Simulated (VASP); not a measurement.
# Rb3ClO (R-3m) in VASP: notebook

The runs below take Rb3ClO through single point, with LDA.

All numbers are computed with VASP 6.6.1; they aren't measurements. Logs are shortened: lines on timing, memory, paths and dates and some standing lists are left out, and cuts for length are marked.

## (1) The cell of the first run

It takes space group R-3m (No. 166, trigonal). Conventional cell: a = 9.279 Å, b = 9.279 Å, c = 6.818 Å, α = 90.00°, β = 90.00°, γ = 120.00°. Within 3.8 Å of Rb (site symmetry 2/m) lie 2 O at 2.91 Å and 2 Cl at 3.51 Å and 4 Rb at 3.51 Å. Cl (site symmetry -3m) has 2 O at 3.41 Å and 6 Rb at 3.51 Å within 4.5 Å. Within 3.8 Å of O (site symmetry -3m) lie 6 Rb at 2.91 Å and 2 Cl at 3.41 Å.

## (2) Single point, LDA

Input file INCAR:

```
PREC = Accurate
ENCUT = 520
EDIFF = 1E-6
ISMEAR = 0
SIGMA = 0.03
LREAL = F
LASPH = T
NELM = 80
ALGO = Normal
ISIF = 2
LWAVE = F
LCHARG = T
GGA = CA
LELF = T
LVHAR = T
NBANDS = 28
```

Input file KPOINTS:

```
Automatic mesh
0
Gamma
  8 8 8
```

Input file POSCAR:

```
Rb3ClO
1.0
    5.6861150044     -0.8747869237     -0.8747869237
   -0.8747869237      5.6861150044     -0.8747869237
   -0.8747869237     -0.8747869237      5.6861150044
Rb Cl O
3 1 1
Direct
    0.0000000000      0.0000000000      0.5000000000
    0.0000000000      0.5000000000      0.0000000000
    0.5000000000      0.0000000000      0.0000000000
    0.5000000000      0.5000000000      0.5000000000
    0.0000000000      0.0000000000      0.0000000000
```

Potentials or basis: VASP PAW LDA potentials, release 64 (Rb_sv, Cl, O).

Run with:

```bash
$ cat potpaw_LDA.64/Rb_sv/POTCAR potpaw_LDA.64/Cl/POTCAR potpaw_LDA.64/O/POTCAR > POTCAR
$ mpirun -np 1 vasp_std > vasp.out
```

OUTCAR:

```text
PREC = Accurate
   ENCUT = 520
   EDIFF = 1E-6
   ISMEAR = 0
   LREAL = F
   LASPH = T
   NELM = 80
   ISIF = 2
   GGA = CA

 ion  position               nearest neighbor table
   1  0.000  0.000  0.500-   5 2.91   5 2.91   4 3.51   2 3.51   3 3.51   2 3.51   3 3.51   4 3.51
                             3 4.64   3 4.64   2 4.64   2 4.64   2 5.28   3 5.28   2 5.28   3 5.28
   2  0.000  0.500  0.000-   5 2.91   5 2.91   4 3.51   1 3.51   3 3.51   1 3.51   4 3.51   3 3.51
                             1 4.64   3 4.64   3 4.64   1 4.64   1 5.28   3 5.28   1 5.28   3 5.28
   3  0.500  0.000  0.000-   5 2.91   5 2.91   4 3.51   1 3.51   4 3.51   2 3.51   1 3.51   2 3.51
                             2 4.64   2 4.64   1 4.64   1 4.64   1 5.28   2 5.28   1 5.28   2 5.28
   4  0.500  0.500  0.500-   1 3.51   2 3.51   3 3.51   3 3.51   2 3.51   1 3.51
   5  0.000  0.000  0.000-   1 2.91   2 2.91   3 2.91   1 2.91   2 2.91   3 2.91

  LATTYP: Found a trigonal (rhomboedric) cell.
 ALAT       =     5.8191415318
 COS(alpha) =    -0.2711864407

  Lattice vectors:

 A1 = (   5.6861150044,  -0.8747869237,  -0.8747869237)
 A2 = (  -0.8747869237,   5.6861150044,  -0.8747869237)
 A3 = (  -0.8747869237,  -0.8747869237,   5.6861150044)

Analysis of symmetry for initial positions (statically):
=====================================================================
 Subroutine PRICEL returns:
 Original cell was already a primitive cell.

 Routine SETGRP: Setting up the symmetry group for a
 trigonal (rhombohedral) supercell.

 Subroutine GETGRP returns: Found 12 space group operations
 (whereof 12 operations were pure point group operations)
 out of a pool of 12 trial point group operations.

The static configuration has the point symmetry D_3d.

Analysis of symmetry for dynamics (positions and initial velocities):
=====================================================================
 Subroutine PRICEL returns:
 Original cell was already a primitive cell.

 Routine SETGRP: Setting up the symmetry group for a
 trigonal (rhombohedral) supercell.

 Subroutine GETGRP returns: Found 12 space group operations
 (whereof 12 operations were pure point group operations)
 out of a pool of 12 trial point group operations.

The dynamic configuration has the point symmetry D_3d.

 Subroutine INISYM returns: Found 12 space group operations
 (whereof 12 operations are pure point group operations),
 and found     1 'primitive' translations

----------------------------------------------------------------------------------------

                                     Primitive cell

  volume of cell :     169.4501

  direct lattice vectors                    reciprocal lattice vectors
     5.686115004 -0.874786924 -0.874786924     0.186288750  0.033870682  0.033870682
    -0.874786924  5.686115004 -0.874786924     0.033870682  0.186288750  0.033870682
    -0.874786924 -0.874786924  5.686115004     0.033870682  0.033870682  0.186288750

  length of vectors
     5.819141532  5.819141532  5.819141532     0.192348498  0.192348498  0.192348498

  position of ions in fractional coordinates (direct lattice)
     0.000000000  0.000000000  0.500000000
     1.000000000  0.500000000  0.000000000
     0.500000000  1.000000000  0.000000000
     0.500000000  0.500000000  0.500000000
     0.000000000  0.000000000  0.000000000

  ion indices of the primitive-cell ions
   primitive index   ion index
                 1           1
                 2           2
                 3           3
                 4           4
                 5           5

----------------------------------------------------------------------------------------

 KPOINTS: Automatic mesh

Automatic generation of k-mesh.
 Grid dimensions read from file:
 generate k-points for:    8    8    8

 Generating k-lattice:

  Cartesian coordinates                     Fractional coordinates (reciprocal lattice)
     0.023286094  0.004233835  0.004233835     0.125000000 -0.000000000  0.000000000
     0.004233835  0.023286094  0.004233835    -0.000000000  0.125000000  0.000000000
     0.004233835  0.004233835  0.023286094     0.000000000  0.000000000  0.125000000

  Length of vectors
     0.024043562  0.024043562  0.024043562

  Shift w.r.t. Gamma in fractional coordinates (k-lattice)
     0.000000000  0.000000000  0.000000000

 Subroutine IBZKPT returns following result:
 ===========================================

 Found     65 irreducible k-points:

 Following reciprocal coordinates:
            Coordinates               Weight
  0.000000  0.000000  0.000000      1.000000
  0.125000  0.000000  0.000000      6.000000
  0.250000  0.000000  0.000000      6.000000
  0.375000  0.000000  0.000000      6.000000
  0.500000  0.000000  0.000000      3.000000
  0.125000  0.125000  0.000000      6.000000
[... 16 lines left out ...]
  0.250000  0.125000  0.125000      6.000000
  0.375000  0.125000  0.125000      6.000000
 [... further k-points ...]
   k-points           NKPTS =     65   k-points in BZ     NKDIM =     65   number of bands    NBANDS=     28
   number of dos      NEDOS =    301   number of ions     NIONS =      5
   total plane-waves  NPLWV = 110592
   dimension x,y,z NGX =    48 NGY =   48 NGZ =   48
   dimension x,y,z NGXF=    96 NGYF=   96 NGZF=   96
   ions per type =               3   1   1
   NGX,Y,Z   is equivalent  to a cutoff of  13.71, 13.71, 13.71 a.u.
   NGXF,Y,Z  is equivalent  to a cutoff of  27.43, 27.43, 27.43 a.u.
 SYSTEM =  unknown system
   PREC   = accura    normal or accurate (medium, high low for compatibility)
   ISTART =      0    job   : 0-new  1-cont  2-samecut
   ICHARG =      2    charge: 1-file 2-atom 10-const
   ISPIN  =      1    spin polarized calculation?
   LNONCOLLINEAR =      F non collinear calculations
   LSORBIT =      F    spin-orbit coupling
   LASPH  =      T    aspherical Exc in radial PAW
   ENCUT  =  520.0 eV  38.22 Ry    6.18 a.u.  10.82 10.82 10.82*2*pi/ulx,y,z
   NELM   =     80;   NELMIN=  2; NELMDL= -5     # of ELM steps
   EDIFF  = 0.1E-05   stopping-criterion for ELM
   LREAL  =      F    real-space projection
   EDIFFG = 0.1E-04   stopping-criterion for IOM
   NSW    =      0    number of steps for IOM
   IBRION =     -1    ionic relax: 0-MD 1-quasi-New 2-CG
   NFREE  =      0    steps in history (QN), initial steepest desc. (CG)
   ISIF   =      2    stress and relaxation
   ISYM   =      2    0-nonsym 1-usesym 2-fastsym
   POTIM  = 0.5000    time-step for ionic-motion
   TEBEG  =    0.0;   TEEND  =   0.0 temperature during run
   PSTRESS=    0.0 pullay stress
   NELECT =      40.0000    total number of electrons
   NUPDOWN=      -1.0000    fix difference up-down
   EMIN   =  10.00;   EMAX   =-10.00  energy-range for DOS
   EFERMI =   0.00;   METHOD = LEGACY
   ISMEAR =     0;   SIGMA  =   0.03  broadening in eV -4-tet -1-fermi 0-gaus
   EFERMI_NEDOS =   21; number of points for ismear=-14 and -15
   IALGO  =     38    algorithm
   IMIX   =      4    mixing-type and parameters
     AMIX     =   0.40;   BMIX     =  1.00
     AMIX_MAG =   1.60;   BMIX_MAG =  1.00
  volume/ion in A,a.u.               =      33.89       228.70
  Fermi-wavevector in a.u.,A,eV,Ry     =   1.011768  1.911964 13.927932  1.023674
  Thomas-Fermi vector in A             =   2.144837
   LORBIT       =      0    0 simple, 1 ext, 2 COOP (PROOUT), +10 PAW based schemes
   GGA     = CA    functional components
   LHFCALC =     F    Hartree Fock is set to
   AEXX    =    0.0000 exact exchange contribution
   IVDW    =     0    specifies the selected vdW correction
   LEPSILON=     F    determine dielectric tensor
   LRPA    =     F    only Hartree local field effects (RPA)
 non-spin polarized calculation
 Gauss-broadening in eV      SIGMA  =   0.03
  energy-cutoff  :      520.00
  volume of cell :      169.45
 maximum number of plane-waves:      4588
 NGX is ok and might be reduce to    48
   NGX = 21   NGY = 21   NGZ = 21

 number of electron      39.9999999 magnetization

 Free energy of the ion-electron system (eV)
  ---------------------------------------------------
  ext. energy  EPLUGINS =         0.00000000
  ---------------------------------------------------
  free energy    TOTEN  =       -16.31657033 eV

  energy without entropy =      -16.31633931  energy(sigma->0) =      -16.31645482

 E-fermi :   1.1330     XC(G=0):  -7.8870

 val. band max:        1.1029533296   @ k =  -0.2500   0.1250   0.1250
 cond. band min:       1.1606441300   @ k =  -0.1250   0.1250   0.0000
 fundamental gap:      0.0576908004
 Fermi energy:         1.1330202314

 k-point     1 :       0.0000    0.0000    0.0000
  band No.  band energies     occupation
      1     -26.7506      2.00000
      2     -26.5708      2.00000
      3     -26.5708      2.00000
      4     -13.8756      2.00000
      5     -13.2360      2.00000
      6     -11.5120      2.00000
[... 20 lines left out ...]
     27       6.2508      0.00000
     28       6.2512      0.00000

 k-point     2 :       0.1250    0.0000    0.0000
  band No.  band energies     occupation
      1     -26.7445      2.00000
      2     -26.5769      2.00000
      3     -26.5709      2.00000
      4     -13.8787      2.00000
      5     -13.2572      2.00000
      6     -11.5096      2.00000
[... 20 lines left out ...]
     27       6.2032      0.00000
     28       6.2542      0.00000

 k-point     3 :       0.2500    0.0000    0.0000
  band No.  band energies     occupation
      1     -26.7277      2.00000
      2     -26.5939      2.00000
      3     -26.5713      2.00000
      4     -13.8858      2.00000
      5     -13.3061      2.00000
      6     -11.5110      2.00000
[... 20 lines left out ...]
     27       6.1584      0.00000
     28       6.2211      0.00000

 k-point     4 :       0.3750    0.0000    0.0000
  band No.  band energies     occupation
      1     -26.7048      2.00000
      2     -26.6169      2.00000
      3     -26.5716      2.00000
      4     -13.8925      2.00000
      5     -13.3522      2.00000
      6     -11.5127      2.00000
[... 20 lines left out ...]
     27       5.7145      0.00000
     28       6.2537      0.00000

 k-point     5 :       0.5000    0.0000    0.0000
  band No.  band energies     occupation
      1     -26.6905      2.00000
      2     -26.6313      2.00000
      3     -26.5717      2.00000
      4     -13.8951      2.00000
      5     -13.3707      2.00000
      6     -11.5134      2.00000
[... 20 lines left out ...]
     27       5.5228      0.00000
     28       6.2249      0.00000

 k-point     6 :       0.1250    0.1250    0.0000
  band No.  band energies     occupation
      1     -26.7335      2.00000
      2     -26.5879      2.00000
      3     -26.5714      2.00000
      4     -13.8812      2.00000
      5     -13.2817      2.00000
      6     -11.4783      2.00000
[... 463 lines left out ...]
      5     -13.4508      2.00000
      6     -11.4725      2.00000
[... 20 lines left out ...]
     27       6.1614      0.00000
     28       6.2767      0.00000

 k-point    22 :       0.1250    0.1250    0.1250
  band No.  band energies     occupation
      1     -26.7170      2.00000
      2     -26.5883      2.00000
      3     -26.5883      2.00000
      4     -13.8879      2.00000
      5     -13.3026      2.00000
      6     -11.3746      2.00000
[... 20 lines left out ...]
     27       6.0979      0.00000
     28       6.0979      0.00000

 k-point    23 :       0.2500    0.1250    0.1250
  band No.  band energies     occupation
      1     -26.6929      2.00000
      2     -26.6125      2.00000
      3     -26.5886      2.00000
      4     -13.8995      2.00000
      5     -13.3428      2.00000
      6     -11.3727      2.00000
[... 20 lines left out ...]
     27       6.2516      0.00000
     28       6.2686      0.00000

 k-point    24 :       0.3750    0.1250    0.1250
  band No.  band energies     occupation
      1     -26.6741      2.00000
      2     -26.6312      2.00000
      3     -26.5887      2.00000
      4     -13.9097      2.00000
      5     -13.3770      2.00000
      6     -11.3749      2.00000
[... 20 lines left out ...]
     27       5.7454      0.00000
     28       6.4070      0.00000

 [... further k-points ...]

------------------------ aborting loop because EDIFF is reached ----------------------------------------

  FORCE on cell =-STRESS in cart. coord.  units (eV):
  Direction    XX          YY          ZZ          XY          YZ          ZX
  --------------------------------------------------------------------------------------
  -------------------------------------------------------------------------------------
  Total       -2.7847032     -2.7847032     -2.7847032      2.9277274      2.9277274      2.9277274
  in kB      -26.3298029    -26.3298029    -26.3298029     27.6821190     27.6821190     27.6821190
  external PRESSURE =     -26.3298029 kB  Pullay stress =       0.0000000 kB

 VOLUME and BASIS-vectors are now :
 -----------------------------------------------------------------------------
  energy-cutoff  :      520.00
  volume of cell :      169.45
      direct lattice vectors                 reciprocal lattice vectors
     5.686115004 -0.874786924 -0.874786924     0.186288750  0.033870682  0.033870682
    -0.874786924  5.686115004 -0.874786924     0.033870682  0.186288750  0.033870682
    -0.874786924 -0.874786924  5.686115004     0.033870682  0.033870682  0.186288750

 POSITION                                       TOTAL-FORCE (eV/Angst)
 -----------------------------------------------------------------------------------
     -0.43739     -0.43739      2.84306         0.000000      0.000000     -0.000000
     -0.43739      2.84306     -0.43739        -0.000000      0.000000     -0.000000
      2.84306     -0.43739     -0.43739         0.000000      0.000000     -0.000000
      1.96827      1.96827      1.96827        -0.000000     -0.000000      0.000000
      0.00000      0.00000      0.00000        -0.000000      0.000000     -0.000000
 -----------------------------------------------------------------------------------
    total drift:                               -0.000000     -0.000000      0.000000

  FREE ENERGIE OF THE ION-ELECTRON SYSTEM (eV)
  ---------------------------------------------------
  free  energy   TOTEN  =       -16.3165703317 eV

  energy  without entropy=      -16.3163393143  energy(sigma->0) =      -16.31645482
```

It took 6.1 min on 1 thread of Intel Xeon Platinum 8259CL at 2.50GHz (Skylake/Cascade Lake), shared host; peak memory 0.43 GiB.

What came out:

| Item | Value |
| --- | --- |
| Free energy | -16.3166 eV |
| Pressure | -2.6 GPa |
| Band gap on the k mesh | 0.06 eV, indirect (least direct gap 0.10 eV) |

(Part 1 of 2 ends here.)
